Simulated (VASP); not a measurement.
## MgO: relaxation of cell and atoms with LDA

MgO:

```
Mg O
1.0
     0.00000    2.07963    2.07963
     2.07963    0.00000    2.07963
     2.07963    2.07963    0.00000
Mg O
1 1
Direct
  0.00000 0.00000 0.00000
  0.50000 0.50000 0.50000
```

| Quantity | Value |
| --- | --- |
| Program | VASP 6.6.1 |
| Task | relaxation of cell and atoms |
| Functional | LDA |
| Potentials or basis | VASP PAW LDA potentials, release 64 (Mg_sv, O) |
| Cutoff | 750 eV |
| k mesh | 10 × 10 × 10 |
| Occupations | gaussian, width 0.02 eV |
| Spin | no spin polarisation |
| Dipole correction | no |
| Mended | yes |
| Further INCAR settings | ALGO = Normal; EDIFF = 1e-07; IBRION = 2; EDIFFG = -0.005; NSW = 100; ISIF = 3 |

```
Pressure after relaxing : 0.0 GPa
Band gap on the k mesh  : 5.05 eV
```

Final structure:
```xyz
2
Lattice="0.0000 2.0796 2.0796 2.0796 0.0000 2.0796 2.0796 2.0796 0.0000" Properties=species:S:1:pos:R:3 pbc="T T T"
Mg    0.0000    0.0000    0.0000
O     2.0796    2.0796    2.0796
```

Levels at points of the mesh, in eV from the valence-band top:
```csv
k point,band 6,band 7,band 8,band 9,band 10,band 11
"(0.00, 0.00, 0.00)",0.00,0.00,0.00,5.05,15.73,15.73
"(0.50, 0.00, 0.00)",-4.86,-0.71,-0.71,7.98,12.84,16.40
"(0.50, 0.50, 0.00)",-4.28,-1.42,-1.42,8.93,10.15,13.30
```

Wall time 11 s on 1 thread of AMD EPYC 9R45 96-Core Processor (Zen 5), with other jobs on the host, peak memory 0.11 GiB.

Caveat: the relaxation stopped at its first step, so nothing moved. Expect the measured gap to be larger: semilocal functionals such as LDA lack the derivative discontinuity.
